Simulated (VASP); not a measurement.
Wanted: the native input for a VASP 6.6.1 run.

- Task: single point
- Functional: PBE
- Potentials or basis: VASP PAW PBE potentials, release 64 (Cd, Ru_pv, C, N)
- Cutoff: 520 eV
- k mesh: 4 × 4 × 4
- Occupations: gaussian, width 0.1 eV
- Spin: collinear spin, ferromagnetic start
- Starting moments: [0.0, 1.0, 0.0, 0.0, 0.0, 0.0, 0.0, 0.0, 0.0, 0.0] μB
- Dipole correction: no
- Further INCAR settings: ALGO = Normal; EDIFF = 1e-06; NBANDS = 46

The structure of CdRuC4N4 lies in POSCAR:

```
CdRuC4N4
1.0
    5.9536359800      0.0000000000      0.0000000000
    0.0000000000      5.9536359800      0.0000000000
    0.0000000000      0.0000000000      5.9536359800
Cd Ru C N
1 1 4 4
Direct
    0.0000000000      0.0000000000      0.0000000000
    0.5000000000      0.5000000000      0.5000000000
    0.1940457700      0.1940457700      0.1940457700
    0.1940457700      0.8059542300      0.8059542300
    0.8059542300      0.1940457700      0.8059542300
    0.8059542300      0.8059542300      0.1940457700
    0.3075058200      0.3075058200      0.3075058200
    0.3075058200      0.6924941800      0.6924941800
    0.6924941800      0.3075058200      0.6924941800
    0.6924941800      0.6924941800      0.3075058200
```

These files were run (other wordings do the same):

INCAR

```
PREC = Accurate
ENCUT = 520
EDIFF = 1E-6
ISMEAR = 0
SIGMA = 0.1
LREAL = F
LASPH = T
NELM = 150
ALGO = Normal
ISIF = 2
LWAVE = F
LCHARG = F
ISPIN = 2
MAGMOM = 0 1 0 0 0 0 0 0 0 0
LORBIT = 11
LMAXMIX = 4
GGA = PE
NBANDS = 46
```

KPOINTS

```
Automatic mesh
0
Gamma
  4 4 4
```

Potentials or basis: VASP PAW PBE potentials, release 64 (Cd, Ru_pv, C, N).

Launch:

```bash
$ cat potpaw_PBE.64/Cd/POTCAR potpaw_PBE.64/Ru_pv/POTCAR potpaw_PBE.64/C/POTCAR potpaw_PBE.64/N/POTCAR > POTCAR
$ mpirun -np 1 vasp_std > vasp.out
```

It gave:

```yaml
Pressure: 6.9 GPa
Largest_force: 2.121 eV/Å
Band_gap_on_the_k_mesh: zero (filled and empty bands overlap)
Net_moment: 2.00 μB per cell
Site_moments: Cd +0.01; Ru +1.33; C +0.05; N +0.01 μB
Valence_electrons_inside_the_program's_atomic_spheres: Cd 10.76; Ru 12.48; C 2.60; N 3.90
```

Caveat: the cell stands under pressure; forces of over 1 eV/Å act on the atoms, so gaps and moduli don't describe the material at rest.

Run time: 4.1 min on 1 thread of Intel Xeon 8259CL, on a shared host, peak memory 0.5 GiB.
